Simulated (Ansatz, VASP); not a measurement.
**Two plane-wave programs on Rb**

INCAR

```
SYSTEM = Rb
PREC = Accurate
ENCUT = 520
EDIFF = 1E-7
ISMEAR = 1
SIGMA = 0.03
LREAL = .False.
LASPH = .True.
NELM = 80
ALGO = Normal
ISIF = 2
LWAVE = .False.
LCHARG = .False.
GGA = CA
NBANDS = 10
```

File KPOINTS:

```
Automatic mesh
0
Gamma
  8 8 8
  0 0 0
```

File POSCAR:

```
Rb
1.0
   -2.6859640533      2.6859640533      2.6859640533
    2.6859640533     -2.6859640533      2.6859640533
    2.6859640533      2.6859640533     -2.6859640533
Rb
1
Direct
    0.0000000000      0.0000000000      0.0000000000
```

Input for Ansatz:

```yaml
crystal:
  lattice:
    - [-2.6859640533, 2.6859640533, 2.6859640533]
    - [2.6859640533, -2.6859640533, 2.6859640533]
    - [2.6859640533, 2.6859640533, -2.6859640533]
  atoms:
    - { symbol: Rb, position: [0.0, 0.0, 0.0] }
hamiltonian:
  xc: lda
  pseudopotentials:
    kind: paw
    azcp:
      Rb: "pseudopotentials/Rb.paw.azcp"
basis:
  ecutwfc: 420
  fft_grid_basis: typed
kpoints:
  mp_grid: { grid: [8, 8, 8], shift: [0, 0, 0] }
magnetization:
  spin_polarized: false
scf:
  occupations: { method: methfessel_paxton, width: 0.03 }
  lower_state_search: "off"
output:
  stress: true
```

Alike in both runs: task single point; functional LDA; k mesh 8 × 8 × 8; occupations methfessel-paxton of order 1, width 0.03 eV; no spin polarisation.

```csv
,VASP,Ansatz
version,VASP 6.6.1,Ansatz 0.2.0
potentials or method,"VASP PAW LDA potentials, release 64 (Rb_sv), cutoff 520 eV","plane waves (420 eV) with PAW, scalar-relativistic"
valence electrons in the cell,9,9
```

|  | VASP | Ansatz | Ansatz less VASP |
| --- | --- | --- | --- |
| pressure (GPa) | 0.0 | 0.0 | 0.00 |

Ansatz warns that its potentials were made for another functional, while VASP's fit it. LDA's correlation is that of Perdew and Zunger in VASP and of Perdew and Wang (1992) in Ansatz.
